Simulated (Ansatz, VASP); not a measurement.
Two plane-wave programs on Ni

```
Ni
1.0
     0.00000    2.59490    2.59490
     2.59490    0.00000    2.59490
     2.59490    2.59490    0.00000
Ni
2
Cartesian
  0.6487 0.6487 0.6487
  4.5411 4.5411 4.5411
```

Alike in both runs: task single point; functional BLYP; k mesh 12 × 12 × 12; occupations fermi-dirac, width 0.05 eV; collinear spin.

|  | VASP | Ansatz |
| --- | --- | --- |
| version | VASP 6.6.1 | Ansatz 0.2.0 |
| potentials or method | VASP PAW PBE potentials, release 64 (Ni), cutoff 520 eV | plane waves (420 eV) with PAW, scalar-relativistic |
| valence electrons in the cell | 20 | 36 |

|  | VASP | Ansatz | Ansatz less VASP |
| --- | --- | --- | --- |
| pressure (GPa) | 0.0 | 0.0 | -0.05 |
| net moment per atom (μB) | 0.77 | 0.78 | +0.013 |
| size of the moment on the site where the two differ most (μB) | 0.78 | 0.82 | +0.043 |

VASP's potentials were made for PBE, not for BLYP. Site moments also hang on the region over which each program counts them. With one functional, cell and mesh, what is left measures potentials, basis and numerics. VASP's potentials hold 20 valence electrons a cell and Ansatz's 36, so a difference there can come from the potentials and not from the codes.
